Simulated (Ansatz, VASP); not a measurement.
# MoS2 in VASP and in Ansatz

Contents of INCAR:

```
SYSTEM = MoS2
PREC = Accurate
ENCUT = 520
EDIFF = 1E-6
ISMEAR = -1
SIGMA = 0.02
LREAL = .FALSE.
LASPH = .TRUE.
NELM = 60
ALGO = Normal
ISIF = 2
LWAVE = .FALSE.
LCHARG = .FALSE.
GGA = PS
NBANDS = 20
```

Contents of KPOINTS:

```
Automatic mesh
0
G
  15 15 15
  0 0 0
```

The input POSCAR:

```
MoS2
1.0
    1.5855000000      0.9153888518      6.1149966667
   -1.5855000000      0.9153888518      6.1149966667
    0.0000000000     -1.8307777036      6.1149966667
Mo S
1 2
Direct
    0.0000000000      0.0000000000      0.0000000000
    0.2500000000      0.2500000000      0.2500000000
    0.7500000000      0.7500000000      0.7500000000
```

Input for Ansatz:

```yaml
crystal:
  lattice:
    - [1.5855, 0.9153888518, 6.1149966667]
    - [-1.5855, 0.9153888518, 6.1149966667]
    - [0.0, -1.8307777036, 6.1149966667]
  atoms:
    - { symbol: Mo, position: [0.0, 0.0, 0.0] }
    - { symbol: S, position: [0.25, 0.25, 0.25] }
    - { symbol: S, position: [0.75, 0.75, 0.75] }
hamiltonian:
  xc: pbesol
kpoints:
  mp_grid: { grid: [15, 15, 15] }
scf:
  occupations: { method: fermi_dirac, width: 0.02 }
  convergence: { dr2_threshold: 1.0e-09 }
basis:
  ecutwfc: 600
output:
  eigenvalues: true
  forces: true
  stress: true
```

Alike in both runs: task single point; functional PBEsol; k mesh 15 × 15 × 15; occupations fermi-dirac, width 0.02 eV; no spin polarisation.

```csv
,VASP,Ansatz
version,VASP 6.6.1,Ansatz 0.2.0
potentials or method,"VASP PAW PBE potentials, release 64 (Mo_sv, S), cutoff 520 eV","scalar-relativistic, plane waves, PAW"
valence electrons in the cell,26,26
```

```csv
,VASP,Ansatz,Ansatz less VASP
gap on the k mesh at the Fermi level (eV),none,none,-
pressure (GPa),2.9,2.9,-0.01
"traceless stress, the component that is largest in VASP (GPa)",3.24,3.23,-0.016
rms of the force components (eV/Å),0.359,0.357,-0.0022
```

VASP's potentials were made for PBE, not for PBEsol. Atom by atom the forces differ by 0.002 eV/Å (rms over components). A gap of «none» marks a metal or a gap that the smearing closes. Ansatz's warnings: stress scf threshold loose.
